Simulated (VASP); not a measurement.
# PbS (I4mm) in VASP: further runs

The runs below take PbS through single point, with PBE.

All numbers are computed with VASP 6.6.1; they aren't measurements. Logs are shortened: lines on timing, memory, paths and dates and some standing lists are left out, and cuts for length are marked.

## (1) The cell of the first run

It takes space group I4mm (No. 107, tetragonal). Conventional cell: a = 4.243 Å, b = 4.243 Å, c = 6.009 Å, α = 90.00°, β = 90.00°, γ = 90.00°. Within 3.9 Å of Pb (site symmetry 4mm) lie 6 S at 2.97 to 3.03 Å. Within 3.9 Å of S (site symmetry 4mm) lie 6 Pb at 2.97 to 3.03 Å.

## (2) Single point, PBE

File INCAR:

```
SYSTEM = PbS
ALGO = Normal ; EDIFF = 1E-7
ENCUT = 520 ; GGA = PE
ISIF = 2 ; ISMEAR = 0
LASPH = .True. ; LCHARG = .False.
LREAL = .False. ; LWAVE = .False.
NBANDS = 17 ; NELM = 60
PREC = Accurate ; SIGMA = 0.1
```

File KPOINTS:

```
k-points
0
Gamma
  6 6 6
  0 0 0
```

File POSCAR:

```
PbS
1.0
   -2.1216769992      2.1216769992      3.0043036457
    2.1216769992     -2.1216769992      3.0043036457
    2.1216769992      2.1216769992     -3.0043036457
Pb S
1 1
Direct
    0.2525228701      0.2525228701      0.0000000000
    0.7474771299      0.7474771299      0.0000000000
```

Potentials or basis: VASP PAW PBE potentials, release 64 (Pb_d, S).

Run with:

```sh
$ cat potpaw_PBE.64/Pb_d/POTCAR potpaw_PBE.64/S/POTCAR > POTCAR
$ mpirun -np 1 vasp_std > vasp.out
```

OUTCAR:

```text
SYSTEM = PbS
   EDIFF = 1E-7
   ENCUT = 520
   GGA = PE
   ISIF = 2
   ISMEAR = 0
   LASPH = .True.
   LREAL = .False.
   NELM = 60
   PREC = Accurate

 ion  position               nearest neighbor table
   1  0.253  0.253  0.000-   2 2.97   2 3.00   2 3.00   2 3.00   2 3.00   2 3.03
   2  0.747  0.747  0.000-   1 2.97   1 3.00   1 3.00   1 3.00   1 3.00   1 3.03

  LATTYP: Found a body centered tetragonal cell.
 ALAT       =     4.2433539984
 C/A-ratio  =     1.4160042489

  Lattice vectors:

 A1 = (  -2.1216769992,   2.1216769992,   3.0043036457)
 A2 = (   2.1216769992,  -2.1216769992,   3.0043036457)
 A3 = (   2.1216769992,   2.1216769992,  -3.0043036457)

Analysis of symmetry for initial positions (statically):
=====================================================================
 Subroutine PRICEL returns:
 Original cell was already a primitive cell.

 Routine SETGRP: Setting up the symmetry group for a
 body centered tetragonal supercell.

 Subroutine GETGRP returns: Found  8 space group operations
 (whereof  8 operations were pure point group operations)
 out of a pool of 16 trial point group operations.

The static configuration has the point symmetry C_4v.

Analysis of symmetry for dynamics (positions and initial velocities):
=====================================================================
 Subroutine PRICEL returns:
 Original cell was already a primitive cell.

 Routine SETGRP: Setting up the symmetry group for a
 body centered tetragonal supercell.

 Subroutine GETGRP returns: Found  8 space group operations
 (whereof  8 operations were pure point group operations)
 out of a pool of 16 trial point group operations.

The dynamic configuration has the point symmetry C_4v.

 Subroutine INISYM returns: Found  8 space group operations
 (whereof  8 operations are pure point group operations),
 and found     1 'primitive' translations

----------------------------------------------------------------------------------------

                                     Primitive cell

  volume of cell :      54.0957

  direct lattice vectors                    reciprocal lattice vectors
    -2.121676999  2.121676999  3.004303646     0.000000000  0.235662639  0.166427918
     2.121676999 -2.121676999  3.004303646     0.235662639  0.000000000  0.166427918
     2.121676999  2.121676999 -3.004303646     0.235662639  0.235662639  0.000000000

  length of vectors
     4.246041330  4.246041330  4.246041330     0.288504993  0.288504993  0.333277300

  position of ions in fractional coordinates (direct lattice)
     0.252522870  0.252522870  0.000000000
     0.747477130  0.747477130  0.000000000

  ion indices of the primitive-cell ions
   primitive index   ion index
                 1           1
                 2           2

----------------------------------------------------------------------------------------

 KPOINTS: k-points

Automatic generation of k-mesh.
 Grid dimensions read from file:
 generate k-points for:    6    6    6

 Generating k-lattice:

  Cartesian coordinates                     Fractional coordinates (reciprocal lattice)
     0.000000000  0.039277106  0.027737986     0.166666667  0.000000000  0.000000000
     0.039277106  0.000000000  0.027737986     0.000000000  0.166666667  0.000000000
     0.039277106  0.039277106  0.000000000     0.000000000  0.000000000  0.166666667

  Length of vectors
     0.048084166  0.048084166  0.055546217

  Shift w.r.t. Gamma in fractional coordinates (k-lattice)
     0.000000000  0.000000000  0.000000000

 Subroutine IBZKPT returns following result:
 ===========================================

 Found     30 irreducible k-points:

 Following reciprocal coordinates:
            Coordinates               Weight
  0.000000  0.000000  0.000000      1.000000
  0.166667 -0.000000  0.000000      8.000000
  0.333333  0.000000  0.000000      8.000000
  0.500000  0.000000  0.000000      4.000000
  0.166667  0.166667  0.000000      8.000000
  0.333333  0.166667  0.000000     16.000000
[... 16 lines left out ...]
 -0.333333 -0.333333  0.166667      8.000000
 -0.166667 -0.333333  0.166667      8.000000
 [... further k-points ...]
   k-points           NKPTS =     30   k-points in BZ     NKDIM =     30   number of bands    NBANDS=     17
   number of dos      NEDOS =    301   number of ions     NIONS =      2
   total plane-waves  NPLWV =  32768
   dimension x,y,z NGX =    32 NGY =   32 NGZ =   32
   dimension x,y,z NGXF=    64 NGYF=   64 NGZF=   64
   ions per type =               1   1
   NGX,Y,Z   is equivalent  to a cutoff of  12.53, 12.53, 12.53 a.u.
   NGXF,Y,Z  is equivalent  to a cutoff of  25.06, 25.06, 25.06 a.u.
 SYSTEM =  PbS
   PREC   = accura    normal or accurate (medium, high low for compatibility)
   ISTART =      0    job   : 0-new  1-cont  2-samecut
   ICHARG =      2    charge: 1-file 2-atom 10-const
   ISPIN  =      1    spin polarized calculation?
   LNONCOLLINEAR =      F non collinear calculations
   LSORBIT =      F    spin-orbit coupling
   LASPH  =      T    aspherical Exc in radial PAW
   ENCUT  =  520.0 eV  38.22 Ry    6.18 a.u.   7.89  7.89  7.89*2*pi/ulx,y,z
   NELM   =     60;   NELMIN=  2; NELMDL= -5     # of ELM steps
   EDIFF  = 0.1E-06   stopping-criterion for ELM
   LREAL  =      F    real-space projection
   EDIFFG = 0.1E-05   stopping-criterion for IOM
   NSW    =      0    number of steps for IOM
   IBRION =     -1    ionic relax: 0-MD 1-quasi-New 2-CG
   NFREE  =      0    steps in history (QN), initial steepest desc. (CG)
   ISIF   =      2    stress and relaxation
   ISYM   =      2    0-nonsym 1-usesym 2-fastsym
   POTIM  = 0.5000    time-step for ionic-motion
   TEBEG  =    0.0;   TEEND  =   0.0 temperature during run
   PSTRESS=    0.0 pullay stress
   NELECT =      20.0000    total number of electrons
   NUPDOWN=      -1.0000    fix difference up-down
   EMIN   =  10.00;   EMAX   =-10.00  energy-range for DOS
   EFERMI =   0.00;   METHOD = LEGACY
   ISMEAR =     0;   SIGMA  =   0.10  broadening in eV -4-tet -1-fermi 0-gaus
   EFERMI_NEDOS =   21; number of points for ismear=-14 and -15
   IALGO  =     38    algorithm
   IMIX   =      4    mixing-type and parameters
     AMIX     =   0.40;   BMIX     =  1.00
     AMIX_MAG =   1.60;   BMIX_MAG =  1.00
  volume/ion in A,a.u.               =      27.05       182.53
  Fermi-wavevector in a.u.,A,eV,Ry     =   1.174981  2.220391 18.783925  1.380580
  Thomas-Fermi vector in A             =   2.311369
   LORBIT       =      0    0 simple, 1 ext, 2 COOP (PROOUT), +10 PAW based schemes
   GGA     = PE    functional components
   LHFCALC =     F    Hartree Fock is set to
   AEXX    =    0.0000 exact exchange contribution
   IVDW    =     0    specifies the selected vdW correction
   LEPSILON=     F    determine dielectric tensor
   LRPA    =     F    only Hartree local field effects (RPA)
 non-spin polarized calculation
 Gauss-broadening in eV      SIGMA  =   0.10
  energy-cutoff  :      520.00
  volume of cell :       54.10
 maximum number of plane-waves:      1468
   NGX = 15   NGY = 15   NGZ = 15

 number of electron      20.0000002 magnetization

 Free energy of the ion-electron system (eV)
  ---------------------------------------------------
  ext. energy  EPLUGINS =         0.00000000
  ---------------------------------------------------
  free energy    TOTEN  =        -8.77108404 eV

  energy without entropy =       -8.77107997  energy(sigma->0) =       -8.77108200

 E-fermi :   5.5617     XC(G=0):  -9.5136

 val. band max:        5.3118017574   @ k =   0.5000   0.0000   0.0000
 cond. band min:       5.8115045279   @ k =   0.5000   0.0000   0.0000
 fundamental gap:      0.4997027705
 Fermi energy:         5.5616530798

 k-point     1 :       0.0000    0.0000    0.0000
  band No.  band energies     occupation
      1     -11.4148      2.00000
      2     -11.4148      2.00000
      3     -11.4146      2.00000
      4     -11.3980      2.00000
      5     -11.3972      2.00000
      6      -7.9265      2.00000
[... 9 lines left out ...]
     16      12.1838      0.00000
     17      14.1125      0.00000

 k-point     2 :       0.1667   -0.0000    0.0000
  band No.  band energies     occupation
      1     -11.4135      2.00000
      2     -11.4117      2.00000
      3     -11.4116      2.00000
      4     -11.3975      2.00000
      5     -11.3970      2.00000
      6      -7.7066      2.00000
[... 9 lines left out ...]
     16      12.7629      0.00000
     17      15.8142      0.00000

 k-point     3 :       0.3333    0.0000    0.0000
  band No.  band energies     occupation
      1     -11.4213      2.00000
      2     -11.4208      2.00000
      3     -11.4117      2.00000
      4     -11.3809      2.00000
      5     -11.3808      2.00000
      6      -7.1544      2.00000
[... 9 lines left out ...]
     16      14.1448      0.00000
     17      17.4183      0.00000

 k-point     4 :       0.5000    0.0000    0.0000
  band No.  band energies     occupation
      1     -11.4274      2.00000
      2     -11.4268      2.00000
      3     -11.4112      2.00000
      4     -11.3714      2.00000
      5     -11.3712      2.00000
      6      -6.7736      2.00000
[... 9 lines left out ...]
     16      15.5369      0.00000
     17      15.8295      0.00000
[... 343 lines left out ...]
      1     -11.4473      2.00000
      2     -11.4131      2.00000
      3     -11.4078      2.00000
      4     -11.3840      2.00000
      5     -11.3699      2.00000
      6      -6.6924      2.00000
[... 9 lines left out ...]
     16      15.7994      0.00000
     17      16.1790      0.00000

 k-point    23 :      -0.3333   -0.3333    0.1667
  band No.  band energies     occupation
      1     -11.4627      2.00000
      2     -11.4149      2.00000
      3     -11.4024      2.00000
      4     -11.3782      2.00000
      5     -11.3763      2.00000
      6      -6.7368      2.00000
[... 9 lines left out ...]
     16      15.9493      0.00000
     17      16.2404      0.00000

 k-point    24 :      -0.1667   -0.3333    0.1667
  band No.  band energies     occupation
      1     -11.4393      2.00000
      2     -11.4182      2.00000
      3     -11.4032      2.00000
      4     -11.3903      2.00000
      5     -11.3777      2.00000
      6      -7.1774      2.00000
[... 9 lines left out ...]
     16      15.0101      0.00000
     17      16.6712      0.00000

 [... further k-points ...]
[... 5 lines left out ...]
  --------------------------------------------------------------------------------------
  -------------------------------------------------------------------------------------
  Total        0.0314368      0.0314368     -0.0045681      0.0000000      0.0000000      0.0000000
  in kB        0.9310787      0.9310787     -0.1352948      0.0000000      0.0000000      0.0000000
  external PRESSURE =       0.5756209 kB  Pullay stress =       0.0000000 kB

 VOLUME and BASIS-vectors are now :
 -----------------------------------------------------------------------------
  energy-cutoff  :      520.00
  volume of cell :       54.10
      direct lattice vectors                 reciprocal lattice vectors
    -2.121676999  2.121676999  3.004303646     0.000000000  0.235662639  0.166427918
     2.121676999 -2.121676999  3.004303646     0.235662639  0.000000000  0.166427918
     2.121676999  2.121676999 -3.004303646     0.235662639  0.235662639  0.000000000

 POSITION                                       TOTAL-FORCE (eV/Angst)
 -----------------------------------------------------------------------------------
      0.00000      0.00000      1.51731        -0.000000     -0.000000     -0.001421
      0.00000      0.00000      4.49130         0.000000      0.000000      0.001421
 -----------------------------------------------------------------------------------
    total drift:                               -0.000000     -0.000000     -0.000131

  FREE ENERGIE OF THE ION-ELECTRON SYSTEM (eV)
  ---------------------------------------------------
  free  energy   TOTEN  =        -8.7710840364 eV

  energy  without entropy=       -8.7710799725  energy(sigma->0) =       -8.77108200
```

Run time: 14 s. Hardware: 1 thread of AMD EPYC 9R45 (Zen 5), shared host; peak memory 0.15 GiB.

Results:

```yaml
Free_energy: -8.7711 eV
Pressure: 0.1 GPa
Band_gap_on_the_k_mesh: 0.50 eV, direct
```

Levels at points of the mesh, in eV from the valence-band top:
| k point | band 8 | band 9 | band 10 | band 11 | band 12 | band 13 |
| --- | --- | --- | --- | --- | --- | --- |
| (0.00, 0.00, 0.00) | -1.96 | -1.96 | -1.95 | 5.13 | 5.15 | 5.15 |
| (0.50, 0.00, 0.00) | -1.60 | -1.59 | 0.00 | 0.50 | 2.08 | 2.08 |
| (0.50, 0.50, 0.00) | -4.85 | -3.17 | -3.16 | 4.05 | 5.50 | 5.57 |
| (0.50, 0.50, 0.50) | -4.84 | -3.17 | -3.17 | 4.06 | 5.49 | 5.59 |

Caveat: spin-orbit coupling is left out, which moves the levels of the heavy elements. A k mesh can miss the band edges.

(Continued in part 2 of 2.)
